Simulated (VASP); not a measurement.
# TiSi4Ni3 (Pm) in VASP: single point with PBE

Aim: the single point of TiSi4Ni3 with PBE.

Program: VASP 6.6.1. These are calculated values, not measurements. Logs are shortened: lines on timing, memory, paths and dates and some standing lists are left out, and cuts for length are marked.

### 1 The cell of the first run

It takes space group Pm (No. 6, monoclinic). Conventional cell: a = 4.614 Å, b = 3.772 Å, c = 5.897 Å, α = 90.00°, β = 95.48°, γ = 90.00°. Ti (site symmetry m) has 8 Si at 2.57 to 3.12 Å and 8 Ni at 2.90 to 3.24 Å within 3.4 Å. Within 3.0 Å of Si (site symmetry m) lie 5 Ni at 2.28 to 2.47 Å and 3 Si at 2.44 to 2.71 Å and 2 Ti at 2.67 Å. Si (site symmetry m) has 6 Ni at 2.30 to 3.10 Å and 4 Si at 2.44 to 3.10 Å and 2 Ti at 2.60 to 2.70 Å within 3.1 Å. Within 3.3 Å of Si (site symmetry m) lie 6 Ni at 2.47 to 2.71 Å and 2 Ti at 2.71 to 3.12 Å and 6 Si at 2.72 to 3.27 Å. Within 3.0 Å of Si (site symmetry m) lie 4 Ni at 2.28 to 2.36 Å and 2 Ti at 2.57 Å and 3 Si at 2.71 to 2.72 Å. Ni (site symmetry m) has 7 Si at 2.28 to 2.71 Å and 3 Ni at 2.64 to 2.65 Å within 3.0 Å. Ni (site symmetry m) has 8 Si at 2.31 to 3.10 Å and 2 Ni at 2.64 Å and 2 Ti at 2.90 to 3.00 Å within 3.1 Å. Within 3.3 Å of Ni (site symmetry m) lie 7 Si at 2.28 to 3.20 Å and 1 Ni at 2.65 Å and 4 Ti at 2.93 to 3.04 Å.

### 2 Single point, PBE

File INCAR:

```
ALGO = Normal ; EDIFF = 1E-7
ENCUT = 520 ; GGA = PE
ISIF = 2 ; ISMEAR = 0
LASPH = True ; LCHARG = True
LELF = True ; LREAL = False
LVHAR = True ; LWAVE = False
NBANDS = 39 ; NELM = 60
PREC = Accurate ; SIGMA = 0.1
```

File KPOINTS:

```
k-points
0
Gamma
  8 10 6
```

File POSCAR:

```
TiSi4Ni3
1.0
    4.6142817161      0.0000000000     -0.0020596094
    0.0000000000      3.7717776155      0.0000000000
   -0.5601463495      0.0000000000      5.8706980623
Ti Si Ni
1 4 3
Direct
    0.2270823417      0.0000000000      0.7236757812
    0.3790525464      0.5000000000      0.4368479909
    0.7123972007      0.0000000000      0.5009340698
    0.7075697720      0.0000000000      0.0258496282
    0.1270357439      0.5000000000      0.0021250263
    0.8880743975      0.5000000000      0.3390999326
    0.2432299530      0.0000000000      0.2166338177
    0.7155580448      0.5000000000      0.7548337534
```

Potentials or basis: VASP PAW PBE potentials, release 64 (Ti_sv, Si, Ni).

Command:

```console
cat potpaw_PBE.64/Ti_sv/POTCAR potpaw_PBE.64/Si/POTCAR potpaw_PBE.64/Ni/POTCAR > POTCAR
mpirun -np 1 vasp_std > vasp.out
```

OUTCAR:

```text
EDIFF = 1E-7
   ENCUT = 520
   GGA = PE
   ISIF = 2
   ISMEAR = 0
   LASPH = True
   LREAL = False
   NELM = 60
   PREC = Accurate

 ion  position               nearest neighbor table
   1  0.227  0.000  0.724-   5 2.57   5 2.57   3 2.60   2 2.67   2 2.67   3 2.70   4 2.71   7 2.90
                             8 2.93   8 2.93   7 3.00
   2  0.379  0.500  0.437-   6 2.28   8 2.32   7 2.34   7 2.34   3 2.44   3 2.44   6 2.47   1 2.67
                             1 2.67   5 2.71
   3  0.712  0.000  0.501-   6 2.30   6 2.30   8 2.41   8 2.41   2 2.44   2 2.44   1 2.60   7 2.61
                             1 2.70   4 2.80   7 3.10   4 3.10
   4  0.708  0.000  0.026-   8 2.47   8 2.47   7 2.51   7 2.62   1 2.71   6 2.71   6 2.71   5 2.72
                             5 2.72   3 2.80   3 3.10
   5  0.127  0.500  0.002-   8 2.28   7 2.31   7 2.31   6 2.36   1 2.57   1 2.57   2 2.71   4 2.72
                             4 2.72
   6  0.888  0.500  0.339-   2 2.28   3 2.30   3 2.30   5 2.36   2 2.47   7 2.64   7 2.64   8 2.65
                             4 2.71   4 2.71
   7  0.243  0.000  0.217-   5 2.31   5 2.31   2 2.34   2 2.34   4 2.51   3 2.61   4 2.62   6 2.64
                             6 2.64   1 2.90   1 3.00   3 3.10
   8  0.716  0.500  0.755-   5 2.28   2 2.32   3 2.41   3 2.41   4 2.47   4 2.47   6 2.65   1 2.93
                             1 2.93

  LATTYP: Found a simple monoclinic cell.
 ALAT       =     4.6142821758
 B/A-ratio  =     0.8174137324
 C/A-ratio  =     1.2780667012
 COS(beta)  =    -0.0954268813

  Lattice vectors:

 A1 = (   4.6142817161,   0.0000000000,  -0.0020596094)
 A2 = (   0.0000000000,   3.7717776155,   0.0000000000)
 A3 = (  -0.5601463495,   0.0000000000,   5.8706980623)

Analysis of symmetry for initial positions (statically):
=====================================================================
 Subroutine PRICEL returns:
 Original cell was already a primitive cell.

 Routine SETGRP: Setting up the symmetry group for a
 simple monoclinic supercell.

 Subroutine GETGRP returns: Found  2 space group operations
 (whereof  2 operations were pure point group operations)
 out of a pool of  4 trial point group operations.

The static configuration has the point symmetry C_1h.

Analysis of symmetry for dynamics (positions and initial velocities):
=====================================================================
 Subroutine PRICEL returns:
 Original cell was already a primitive cell.

 Routine SETGRP: Setting up the symmetry group for a
 simple monoclinic supercell.

 Subroutine GETGRP returns: Found  2 space group operations
 (whereof  2 operations were pure point group operations)
 out of a pool of  4 trial point group operations.

The dynamic configuration has the point symmetry C_1h.

 Subroutine INISYM returns: Found  2 space group operations
 (whereof  2 operations are pure point group operations),
 and found     1 'primitive' translations

----------------------------------------------------------------------------------------

                                     Primitive cell

  volume of cell :     102.1695

  direct lattice vectors                    reciprocal lattice vectors
     4.614281716  0.000000000 -0.002059609     0.216727684  0.000000000  0.020678839
     0.000000000  3.771777616  0.000000000     0.000000000  0.265126978  0.000000000
    -0.560146349  0.000000000  5.870698062     0.000076034  0.000000000  0.170344749

  length of vectors
     4.614282176  3.771777616  5.897360399     0.217711974  0.265126978  0.170344766

  position of ions in fractional coordinates (direct lattice)
     0.227082342  0.000000000  0.723675781
     0.379052546  0.500000000  0.436847991
     0.712397201  0.000000000  0.500934070
     0.707569772  0.000000000  0.025849628
     0.127035744  0.500000000  0.002125026
     0.888074397  0.500000000  0.339099933
     0.243229953  0.000000000  0.216633818
     0.715558045  0.500000000  0.754833753

  ion indices of the primitive-cell ions
   primitive index   ion index
                 1           1
                 2           2
                 3           3
                 4           4
                 5           5
                 6           6
                 7           7
                 8           8

----------------------------------------------------------------------------------------

 KPOINTS: k-points

Automatic generation of k-mesh.
 Grid dimensions read from file:
 generate k-points for:    8   10    6

 Generating k-lattice:

  Cartesian coordinates                     Fractional coordinates (reciprocal lattice)
     0.027090961  0.000000000  0.002584855     0.125000000  0.000000000 -0.000000000
     0.000000000  0.026512698  0.000000000     0.000000000  0.100000000  0.000000000
     0.000012672  0.000000000  0.028390792    -0.000000000  0.000000000  0.166666667

  Length of vectors
     0.027213997  0.026512698  0.028390794

  Shift w.r.t. Gamma in fractional coordinates (k-lattice)
     0.000000000  0.000000000  0.000000000

 Subroutine IBZKPT returns following result:
 ===========================================

 Found    156 irreducible k-points:

 Following reciprocal coordinates:
            Coordinates               Weight
  0.000000  0.000000  0.000000      1.000000
  0.125000  0.000000 -0.000000      2.000000
  0.250000  0.000000 -0.000000      2.000000
  0.375000  0.000000  0.000000      2.000000
  0.500000  0.000000 -0.000000      1.000000
  0.000000  0.100000  0.000000      2.000000
[... 16 lines left out ...]
  0.250000  0.400000 -0.000000      4.000000
  0.375000  0.400000  0.000000      4.000000
 [... further k-points ...]
   k-points           NKPTS =    156   k-points in BZ     NKDIM =    156   number of bands    NBANDS=     39
   number of dos      NEDOS =    301   number of ions     NIONS =      8
   total plane-waves  NPLWV =  48384
   dimension x,y,z NGX =    36 NGY =   28 NGZ =   48
   dimension x,y,z NGXF=    72 NGYF=   56 NGZF=   96
   ions per type =               1   4   3
   NGX,Y,Z   is equivalent  to a cutoff of  12.97, 12.34, 13.53 a.u.
   NGXF,Y,Z  is equivalent  to a cutoff of  25.94, 24.68, 27.06 a.u.
 SYSTEM =  unknown system
   PREC   = accura    normal or accurate (medium, high low for compatibility)
   ISTART =      0    job   : 0-new  1-cont  2-samecut
   ICHARG =      2    charge: 1-file 2-atom 10-const
   ISPIN  =      1    spin polarized calculation?
   LNONCOLLINEAR =      F non collinear calculations
   LSORBIT =      F    spin-orbit coupling
   LASPH  =      T    aspherical Exc in radial PAW
   ENCUT  =  520.0 eV  38.22 Ry    6.18 a.u.   8.58  7.01 10.97*2*pi/ulx,y,z
   NELM   =     60;   NELMIN=  2; NELMDL= -5     # of ELM steps
   EDIFF  = 0.1E-06   stopping-criterion for ELM
   LREAL  =      F    real-space projection
   EDIFFG = 0.1E-05   stopping-criterion for IOM
   NSW    =      0    number of steps for IOM
   IBRION =     -1    ionic relax: 0-MD 1-quasi-New 2-CG
   NFREE  =      0    steps in history (QN), initial steepest desc. (CG)
   ISIF   =      2    stress and relaxation
   ISYM   =      2    0-nonsym 1-usesym 2-fastsym
   POTIM  = 0.5000    time-step for ionic-motion
   TEBEG  =    0.0;   TEEND  =   0.0 temperature during run
   PSTRESS=    0.0 pullay stress
   NELECT =      58.0000    total number of electrons
   NUPDOWN=      -1.0000    fix difference up-down
   EMIN   =  10.00;   EMAX   =-10.00  energy-range for DOS
   EFERMI =   0.00;   METHOD = LEGACY
   ISMEAR =     0;   SIGMA  =   0.10  broadening in eV -4-tet -1-fermi 0-gaus
   EFERMI_NEDOS =   21; number of points for ismear=-14 and -15
   IALGO  =     38    algorithm
   IMIX   =      4    mixing-type and parameters
     AMIX     =   0.40;   BMIX     =  1.00
     AMIX_MAG =   1.60;   BMIX_MAG =  1.00
  volume/ion in A,a.u.               =      12.77        86.18
  Fermi-wavevector in a.u.,A,eV,Ry     =   1.355534  2.561587 25.000323  1.837472
  Thomas-Fermi vector in A             =   2.482613
   LORBIT       =      0    0 simple, 1 ext, 2 COOP (PROOUT), +10 PAW based schemes
   GGA     = PE    functional components
   LHFCALC =     F    Hartree Fock is set to
   AEXX    =    0.0000 exact exchange contribution
   IVDW    =     0    specifies the selected vdW correction
   LEPSILON=     F    determine dielectric tensor
   LRPA    =     F    only Hartree local field effects (RPA)
 non-spin polarized calculation
 Gauss-broadening in eV      SIGMA  =   0.10
  energy-cutoff  :      520.00
  volume of cell :      102.17
 maximum number of plane-waves:      2780
 NGX is ok and might be reduce to    36
   NGX = 17   NGY = 15   NGZ = 21

 number of electron      57.9999990 magnetization

 Free energy of the ion-electron system (eV)
  ---------------------------------------------------
  ext. energy  EPLUGINS =         0.00000000
  ---------------------------------------------------
  free energy    TOTEN  =       -49.16725808 eV

  energy without entropy =      -49.14883168  energy(sigma->0) =      -49.15804488

 E-fermi :  10.3809     XC(G=0): -12.0538

 val. band max:       10.3760809849   @ k =   0.0000   0.4000   0.1667
 cond. band min:      10.3812815533   @ k =   0.2500   0.1000   0.1667
 fundamental gap:      0.0052005684
 Fermi energy:        10.3808541986

 k-point     1 :       0.0000    0.0000    0.0000
  band No.  band energies     occupation
      1     -46.5061      2.00000
      2     -22.8550      2.00000
      3     -22.7960      2.00000
      4     -22.7615      2.00000
      5      -2.6778      2.00000
      6       0.4922      2.00000
[... 31 lines left out ...]
     38      14.5634      0.00000
     39      14.5962      0.00000

 k-point     2 :       0.1250    0.0000   -0.0000
  band No.  band energies     occupation
      1     -46.5061      2.00000
      2     -22.8554      2.00000
      3     -22.7960      2.00000
      4     -22.7617      2.00000
      5      -2.5797      2.00000
      6       0.4317      2.00000
[... 913 lines left out ...]
     38      14.3989      0.00000
     39      14.6969      0.00000

 k-point    24 :       0.3750    0.4000    0.0000
  band No.  band energies     occupation
      1     -46.5047      2.00000
      2     -22.8536      2.00000
      3     -22.8242      2.00000
      4     -22.7599      2.00000
      5      -0.3547      2.00000
      6       0.8659      2.00000
[... 31 lines left out ...]
     38      15.5014      0.00000
     39      15.6387      0.00000

 [... further k-points ...]

------------------------ aborting loop because EDIFF is reached ----------------------------------------

  FORCE on cell =-STRESS in cart. coord.  units (eV):
  Direction    XX          YY          ZZ          XY          YZ          ZX
  --------------------------------------------------------------------------------------
  -------------------------------------------------------------------------------------
  Total        0.0045422      0.0233534      0.0481427      0.0000000      0.0000000      0.0056797
  in kB        0.0712291      0.3662170      0.7549530      0.0000000      0.0000000      0.0890667
  external PRESSURE =       0.3974664 kB  Pullay stress =       0.0000000 kB

 VOLUME and BASIS-vectors are now :
 -----------------------------------------------------------------------------
  energy-cutoff  :      520.00
  volume of cell :      102.17
      direct lattice vectors                 reciprocal lattice vectors
     4.614281716  0.000000000 -0.002059609     0.216727684  0.000000000  0.020678839
     0.000000000  3.771777616  0.000000000     0.000000000  0.265126978  0.000000000
    -0.560146349  0.000000000  5.870698062     0.000076034  0.000000000  0.170344749

 POSITION                                       TOTAL-FORCE (eV/Angst)
 -----------------------------------------------------------------------------------
      0.64246      0.00000      4.24801        -0.010471      0.000000      0.002990
      1.50436      1.88589      2.56382         0.006744      0.000000      0.000806
      3.00660      0.00000      2.93937        -0.001625      0.000000     -0.004675
      3.25045      0.00000      0.15030         0.008572      0.000000      0.006487
      0.58499      1.88589      0.01221         0.008828      0.000000     -0.006431
      3.90788      1.88589      1.98892        -0.008914      0.000000     -0.012511
      1.00098      0.00000      1.27129        -0.005500      0.000000     -0.009902
      2.87897      1.88589      4.42993         0.002366      0.000000      0.023236
 -----------------------------------------------------------------------------------
    total drift:                               -0.000029     -0.000000     -0.000262

  FREE ENERGIE OF THE ION-ELECTRON SYSTEM (eV)
  ---------------------------------------------------
  free  energy   TOTEN  =       -49.1672580838 eV

  energy  without entropy=      -49.1488316776  energy(sigma->0) =      -49.15804488
```

Run time: 5.9 min. Hardware: 1 thread of Intel Xeon 6975P-C (Granite Rapids), shared host; peak memory 0.6 GiB.

What came out:

| Quantity | Value |
| --- | --- |
| Free energy | -49.1673 eV |
| Pressure | 0.0 GPa |
| Largest force | 0.023 eV/Å |
| Band gap on the k mesh | zero (bands 29 and 30 overlap by 0.98 eV) |

Forces on the atoms (eV/Å):
```
Ti  -0.010  0.000  0.003
Si   0.007  0.000  0.001
Si  -0.002  0.000 -0.005
Si   0.009  0.000  0.006
Si   0.009  0.000 -0.006
Ni  -0.009  0.000 -0.013
Ni  -0.005  0.000 -0.010
Ni   0.002  0.000  0.023
```
